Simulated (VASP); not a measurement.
Set up this calculation in VASP 6.6.1, as the native input.

- Task: single point
- Functional: r2SCAN
- Potentials or basis: VASP PAW PBE potentials, release 64 (Li_sv)
- Cutoff: 520 eV
- k mesh: 6 × 6 × 6
- Occupations: fermi-dirac, width 0.1 eV
- Spin: no spin polarisation
- Dipole correction: no
- Further INCAR settings: ALGO = Normal; EDIFF = 1e-06; NBANDS = 8

Crystal: Li.

```
Li
1.0
    -1.73794    1.73794    1.73794
     1.73794   -1.73794    1.73794
     1.73794    1.73794   -1.73794
Li
1
Direct
  0.00000 0.00000 0.00000
```

One way to write it, as run:

POSCAR

```
Li
1.0
   -1.7379403969      1.7379403969      1.7379403969
    1.7379403969     -1.7379403969      1.7379403969
    1.7379403969      1.7379403969     -1.7379403969
Li
1
Direct
    0.0000000000      0.0000000000      0.0000000000
```

INCAR.step1

```
SYSTEM = Li
PREC     = Accurate       ! precision mode
ENCUT    = 520            ! plane-wave cutoff, eV
ISMEAR   = -1             ! smearing method
SIGMA    = 0.1            ! smearing width, eV
LREAL    = .FALSE.        ! projectors in reciprocal space
LASPH    = .TRUE.         ! aspherical terms in the spheres
NELM     = 60             ! most SCF steps
NBANDS   = 8              ! bands
GGA      = PE             ! functional
ALGO     = Normal         ! electronic algorithm
EDIFF    = 1E-4           ! SCF threshold, eV
LWAVE    = .TRUE.         ! write WAVECAR
LCHARG   = .FALSE.        ! write CHGCAR
```

INCAR.step2

```
SYSTEM = Li
PREC     = Accurate       ! precision mode
ENCUT    = 520            ! plane-wave cutoff, eV
EDIFF    = 1E-6           ! SCF threshold, eV
ISMEAR   = -1             ! smearing method
SIGMA    = 0.1            ! smearing width, eV
LREAL    = .FALSE.        ! projectors in reciprocal space
LASPH    = .TRUE.         ! aspherical terms in the spheres
NELM     = 60             ! most SCF steps
ALGO     = Normal         ! electronic algorithm
ISIF     = 2              ! what is computed and relaxed
LWAVE    = .FALSE.        ! write WAVECAR
LCHARG   = .FALSE.        ! write CHGCAR
METAGGA  = R2SCAN         ! meta-GGA
LMIXTAU  = .TRUE.       
NBANDS   = 8              ! bands
ISTART   = 1
```

KPOINTS

```
regular mesh
0
G
  6 6 6
  0 0 0
```

Potentials or basis: VASP PAW PBE potentials, release 64 (Li_sv).

Run with:

```sh
$ cat potpaw_PBE.64/Li_sv/POTCAR > POTCAR
$ cp INCAR.step1 INCAR
$ mpirun -np 1 vasp_std > vasp.out
$ cp INCAR.step2 INCAR
$ mpirun -np 1 vasp_std > vasp.out
```

It took 17 s on 1 thread of Intel Xeon 8259CL, on a shared host, peak memory 0.13 GiB.
